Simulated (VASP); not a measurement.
# InSe in VASP: single point with PBE+D3(BJ)

Aim: the single point of InSe with PBE+D3(BJ).

Everything below comes from runs of VASP 6.6.1. Logs are shortened: lines on timing, memory, paths and dates and some standing lists are left out, and cuts for length are marked.

### 1 The cell of the first run

The cell holds a slab with vacuum, 8 atoms: a = 4.027 Å, b = 4.027 Å, c = 28.271 Å, α = 90.00°, β = 90.00°, γ = 120.00°.

### 2 Single point, PBE+D3(BJ) (layers slid over each other, then relaxed in part)

Input file INCAR:

```
ALGO = Normal
DIPOL = 0.5 0.5 0.409
EDIFF = 1E-6
ENCUT = 400
GGA = PE
GGA_COMPAT = F
IDIPOL = 3
ISIF = 2
ISMEAR = 0
IVDW = 12
LASPH = T
LCHARG = F
LDIPOL = T
LREAL = F
LWAVE = F
NBANDS = 48
NELM = 120
NELMDL = -8
PREC = Accurate
SIGMA = 0.05
```

Input file KPOINTS:

```
k-points
0
Gamma
  9 9 1
```

Input file POSCAR:

```
InSe
1.0
    4.0266104108      0.0000000000      0.0000000000
   -2.0133052054      3.4871469069      0.0000000000
    0.0000000000      0.0000000000     28.2707105452
Se In
4 4
Direct
    0.0000000000      0.0000000000      0.1591753413
    0.0000000000      0.0000000000      0.3495620417
    0.0000000000      0.6666666667      0.4674840905
    0.0000000000      0.6666666667      0.6578636203
    0.6666666667      0.3333333333      0.2049756799
    0.6666666667      0.3333333333      0.3038219216
    0.6666666667      1.0000000000      0.5132239981
    0.6666666667      1.0000000000      0.6120650270
```

Potentials or basis: VASP PAW PBE potentials, release 64 (Se, In_d).

On the command line:

```console
$ cat potpaw_PBE.64/Se/POTCAR potpaw_PBE.64/In_d/POTCAR > POTCAR
$ mpirun -np 1 vasp_std > vasp.out
```

OUTCAR:

```text
EDIFF = 1E-6
   ENCUT = 400
   GGA = PE
   ISIF = 2
   ISMEAR = 0
   IVDW = 12
   LASPH = T
   LREAL = F
   NELM = 120
   NELMDL = -8
   PREC = Accurate
 IVDW          = 12

 ion  position               nearest neighbor table
   1  0.000  0.000  0.159-   5 2.66   5 2.66   5 2.66
   2  0.000  0.000  0.350-   6 2.66   6 2.66   6 2.66
   3  0.000  0.667  0.467-   7 2.66   7 2.66   7 2.66
   4  0.000  0.667  0.658-   8 2.66   8 2.66   8 2.66
   5  0.667  0.333  0.205-   1 2.66   1 2.66   1 2.66   6 2.79
   6  0.667  0.333  0.304-   2 2.66   2 2.66   2 2.66   5 2.79
   7  0.667  0.000  0.513-   3 2.66   3 2.66   3 2.66   8 2.79
   8  0.667  0.000  0.612-   4 2.66   4 2.66   4 2.66   7 2.79

  LATTYP: Found a hexagonal cell.
 ALAT       =     4.0266104108
 C/A-ratio  =     7.0209699129

  Lattice vectors:

 A1 = (   4.0266104108,   0.0000000000,   0.0000000000)
 A2 = (  -2.0133052054,   3.4871469069,   0.0000000000)
 A3 = (   0.0000000000,   0.0000000000,  28.2707105452)

Analysis of symmetry for initial positions (statically):
=====================================================================
 Subroutine PRICEL returns:
 Original cell was already a primitive cell.

 Routine SETGRP: Setting up the symmetry group for a
 hexagonal supercell.

 Subroutine GETGRP returns: Found  2 space group operations
 (whereof  1 operations were pure point group operations)
 out of a pool of 24 trial point group operations.

The static configuration has the point symmetry C_1 .
 The point group associated with its full space group is C_2 .

Analysis of symmetry for dynamics (positions and initial velocities):
=====================================================================
 Subroutine PRICEL returns:
 Original cell was already a primitive cell.

 Routine SETGRP: Setting up the symmetry group for a
 hexagonal supercell.

 Subroutine GETGRP returns: Found  2 space group operations
 (whereof  1 operations were pure point group operations)
 out of a pool of 24 trial point group operations.

The dynamic configuration has the point symmetry C_1 .
 The point group associated with its full space group is C_2 .

 Subroutine INISYM returns: Found  2 space group operations
 (whereof  1 operations are pure point group operations),
 and found     1 'primitive' translations

----------------------------------------------------------------------------------------

                                     Primitive cell

  volume of cell :     396.9598

  direct lattice vectors                    reciprocal lattice vectors
     4.026610411  0.000000000  0.000000000     0.248347840  0.143383693  0.000000000
    -2.013305205  3.487146907  0.000000000     0.000000000  0.286767385  0.000000000
     0.000000000  0.000000000 28.270710545     0.000000000  0.000000000  0.035372298

  length of vectors
     4.026610411  4.026610411 28.270710545     0.286767385  0.286767385  0.035372298

  position of ions in fractional coordinates (direct lattice)
     0.000000000  0.000000000  0.159175341
     0.000000000  0.000000000  0.349562042
     0.000000000  0.666666667  0.467484091
     0.000000000  0.666666667  0.657863620
     0.666666667  0.333333333  0.204975680
     0.666666667  0.333333333  0.303821922
     0.666666667  0.000000000  0.513223998
     0.666666667  0.000000000  0.612065027

  ion indices of the primitive-cell ions
   primitive index   ion index
                 1           1
                 2           2
                 3           3
                 4           4
                 5           5
                 6           6
                 7           7
                 8           8

----------------------------------------------------------------------------------------

 KPOINTS: k-points

Automatic generation of k-mesh.
 Grid dimensions read from file:
 generate k-points for:    9    9    1

 Generating k-lattice:

  Cartesian coordinates                     Fractional coordinates (reciprocal lattice)
     0.027594204  0.015931521  0.000000000     0.111111111 -0.000000000  0.000000000
     0.000000000  0.031863043  0.000000000     0.000000000  0.111111111  0.000000000
     0.000000000  0.000000000  0.035372298     0.000000000  0.000000000  1.000000000

  Length of vectors
     0.031863043  0.031863043  0.035372298

  Shift w.r.t. Gamma in fractional coordinates (k-lattice)
     0.000000000  0.000000000  0.000000000

 Subroutine IBZKPT returns following result:
 ===========================================

 Found     25 irreducible k-points:

 Following reciprocal coordinates:
            Coordinates               Weight
  0.000000  0.000000  0.000000      1.000000
  0.111111  0.000000  0.000000      2.000000
  0.000000  0.111111  0.000000      4.000000
  0.222222 -0.000000  0.000000      2.000000
  0.000000  0.222222  0.000000      4.000000
  0.333333  0.000000  0.000000      2.000000
[... 16 lines left out ...]
 -0.222222 -0.444444  0.000000      4.000000
  0.444444  0.333333  0.000000      4.000000
   k-points           NKPTS =     25   k-points in BZ     NKDIM =     25   number of bands    NBANDS=     48
   number of dos      NEDOS =    301   number of ions     NIONS =      8
   total plane-waves  NPLWV = 150528
   dimension x,y,z NGX =    28 NGY =   28 NGZ =  192
   dimension x,y,z NGXF=    56 NGYF=   56 NGZF=  384
   ions per type =               4   4
   NGX,Y,Z   is equivalent  to a cutoff of  11.56, 11.56, 11.29 a.u.
   NGXF,Y,Z  is equivalent  to a cutoff of  23.12, 23.12, 22.58 a.u.
 SYSTEM =  unknown system
   PREC   = accura    normal or accurate (medium, high low for compatibility)
   ISTART =      0    job   : 0-new  1-cont  2-samecut
   ICHARG =      2    charge: 1-file 2-atom 10-const
   ISPIN  =      1    spin polarized calculation?
   LNONCOLLINEAR =      F non collinear calculations
   LSORBIT =      F    spin-orbit coupling
   LASPH  =      T    aspherical Exc in radial PAW
   ENCUT  =  400.0 eV  29.40 Ry    5.42 a.u.   6.57  6.57 46.10*2*pi/ulx,y,z
   NELM   =    120;   NELMIN=  2; NELMDL= -8     # of ELM steps
   EDIFF  = 0.1E-05   stopping-criterion for ELM
   LREAL  =      F    real-space projection
   EDIFFG = 0.1E-04   stopping-criterion for IOM
   NSW    =      0    number of steps for IOM
   IBRION =     -1    ionic relax: 0-MD 1-quasi-New 2-CG
   NFREE  =      0    steps in history (QN), initial steepest desc. (CG)
   ISIF   =      2    stress and relaxation
   ISYM   =      2    0-nonsym 1-usesym 2-fastsym
   POTIM  = 0.5000    time-step for ionic-motion
   TEBEG  =    0.0;   TEEND  =   0.0 temperature during run
   PSTRESS=    0.0 pullay stress
   NELECT =      76.0000    total number of electrons
   NUPDOWN=      -1.0000    fix difference up-down
   EMIN   =  10.00;   EMAX   =-10.00  energy-range for DOS
   EFERMI =   0.00;   METHOD = LEGACY
   ISMEAR =     0;   SIGMA  =   0.05  broadening in eV -4-tet -1-fermi 0-gaus
   EFERMI_NEDOS =   21; number of points for ismear=-14 and -15
   IALGO  =     38    algorithm
   IMIX   =      4    mixing-type and parameters
     AMIX     =   0.40;   BMIX     =  1.00
     AMIX_MAG =   1.60;   BMIX_MAG =  1.00
  volume/ion in A,a.u.               =      49.62       334.85
  Fermi-wavevector in a.u.,A,eV,Ry     =   0.943548  1.783047 12.113024  0.890282
  Thomas-Fermi vector in A             =   2.071266
   LORBIT       =      0    0 simple, 1 ext, 2 COOP (PROOUT), +10 PAW based schemes
   GGA     = PE    functional components
   LHFCALC =     F    Hartree Fock is set to
   AEXX    =    0.0000 exact exchange contribution
   IVDW    =    12    specifies the selected vdW correction
   LEPSILON=     F    determine dielectric tensor
   LRPA    =     F    only Hartree local field effects (RPA)
 non-spin polarized calculation
 Gauss-broadening in eV      SIGMA  =   0.05
  energy-cutoff  :      400.00
  volume of cell :      396.96
 maximum number of plane-waves:      7281
 NGX is ok and might be reduce to    28
   NGX = 13   NGY = 13   NGZ = 93

 dipolmoment           0.000000      0.000000      0.000001 electrons x Angstroem

 number of electron      75.9999979 magnetization

 dipolmoment           0.000000      0.000000     -0.002913 electrons x Angstroem

 Free energy of the ion-electron system (eV)
  ---------------------------------------------------
  ext. energy  EPLUGINS =         0.00000000
  ---------------------------------------------------
  free energy    TOTEN  =       -28.36592918 eV

  energy without entropy =      -28.36592918  energy(sigma->0) =      -28.36592918

 E-fermi :   0.0919     XC(G=0):  -5.6620

 val. band max:       -0.1724885499   @ k =   0.1111   0.0000   0.0000
 cond. band min:       0.9322237861   @ k =   0.0000   0.0000   0.0000
 fundamental gap:      1.1047123360
 Fermi energy:         0.0918681119

 k-point     1 :       0.0000    0.0000    0.0000
  band No.  band energies     occupation
      1     -14.5321      2.00000
      2     -14.5023      2.00000
      3     -14.3490      2.00000
      4     -14.3479      2.00000
      5     -14.3201      2.00000
      6     -14.3189      2.00000
[... 40 lines left out ...]
     47       5.0363      0.00000
     48       5.2074      0.00000

 k-point     2 :       0.1111    0.0000    0.0000
  band No.  band energies     occupation
      1     -14.5315      2.00000
      2     -14.5018      2.00000
      3     -14.3888      2.00000
      4     -14.3600      2.00000
      5     -14.3465      2.00000
      6     -14.3174      2.00000
[... 40 lines left out ...]
     47       5.0984      0.00000
     48       5.1852      0.00000

 k-point     3 :       0.0000    0.1111    0.0000
  band No.  band energies     occupation
      1     -14.5315      2.00000
      2     -14.5018      2.00000
      3     -14.3881      2.00000
      4     -14.3602      2.00000
      5     -14.3472      2.00000
      6     -14.3172      2.00000
[... 1060 lines left out ...]
     47       5.2668      0.00000
     48       5.3475      0.00000

 k-point    24 :       0.4444    0.3333    0.0000
  band No.  band energies     occupation
      1     -14.6390      2.00000
      2     -14.6103      2.00000
      3     -14.5394      2.00000
      4     -14.5082      2.00000
      5     -14.4747      2.00000
      6     -14.4449      2.00000
[... 40 lines left out ...]
     47       5.2464      0.00000
     48       5.3537      0.00000

 [... further k-points ...]

------------------------ aborting loop because EDIFF is reached ----------------------------------------

 vacuum level on the upper side and lower side of the slab       (xc-potential included)        -0.154        -0.117

 Edisp (eV)   -2.02002

 E8    (eV) :    -0.9470

  FORCE on cell =-STRESS in cart. coord.  units (eV):
  Direction    XX          YY          ZZ          XY          YZ          ZX
  --------------------------------------------------------------------------------------
  -------------------------------------------------------------------------------------
  Total      -0.06593     0.01767    -0.02207    -0.07240    -0.22248     0.12845
  in kB      -0.26609     0.07132    -0.08906    -0.29221    -0.89795     0.51843
  external pressure =       -0.09 kB  Pullay stress =        0.00 kB

 VOLUME and BASIS-vectors are now :
 -----------------------------------------------------------------------------
  energy-cutoff  :      400.00
  volume of cell :      396.96
      direct lattice vectors                 reciprocal lattice vectors
     4.026610411  0.000000000  0.000000000     0.248347840  0.143383693  0.000000000
    -2.013305205  3.487146907  0.000000000     0.000000000  0.286767385  0.000000000
     0.000000000  0.000000000 28.270710545     0.000000000  0.000000000  0.035372298

 POSITION                                       TOTAL-FORCE (eV/Angst)
 -----------------------------------------------------------------------------------
      0.00000      0.00000      4.50000        -0.001251      0.000980     -0.015573
      0.00000      0.00000      9.88237        -0.037526      0.053827      0.015821
     -1.34220      2.32476     13.21611         0.027853     -0.059412     -0.015821
     -1.34220      2.32476     18.59827         0.000223     -0.001574      0.015573
      2.01331      1.16238      5.79481        -0.003307      0.002592      0.013986
      2.01331      1.16238      8.58926         0.009324     -0.000657     -0.015505
      2.68441      0.00000     14.50921         0.004093      0.008403      0.015505
      2.68441      0.00000     17.30351         0.000591     -0.004160     -0.013986
 -----------------------------------------------------------------------------------
    total drift:                               -0.000550     -0.001054     -0.341811

  FREE ENERGIE OF THE ION-ELECTRON SYSTEM (eV)
  ---------------------------------------------------
  free  energy   TOTEN  =       -30.3859455584 eV

  energy  without entropy=      -30.3859455584  energy(sigma->0) =      -30.38594556

 vacuum level on the upper side and lower side of the slab         5.355         5.392
```

It took 9.7 min on 1 thread of Intel Xeon Platinum 8488C (Sapphire Rapids), shared host; peak memory 0.52 GiB.

Results:

```
Free energy                : -30.3859 eV
Largest force              : 0.067 eV/Å
Band gap on the k mesh     : 1.10 eV (least direct gap 1.16 eV)
Dispersion energy per atom : -0.253 eV
```

Forces in eV/Å, atoms in the order of the input:
```
Se  -0.001  0.001 -0.016
Se  -0.038  0.054  0.016
Se   0.028 -0.059 -0.016
Se   0.000 -0.002  0.016
In  -0.003  0.003  0.014
In   0.009 -0.001 -0.016
In   0.004  0.008  0.016
In   0.001 -0.004 -0.014
```

Caveat: the cell differs from its parent crystal (layers slid over each other, then relaxed in part); spin-orbit coupling is left out, which moves the levels of the heavy elements.
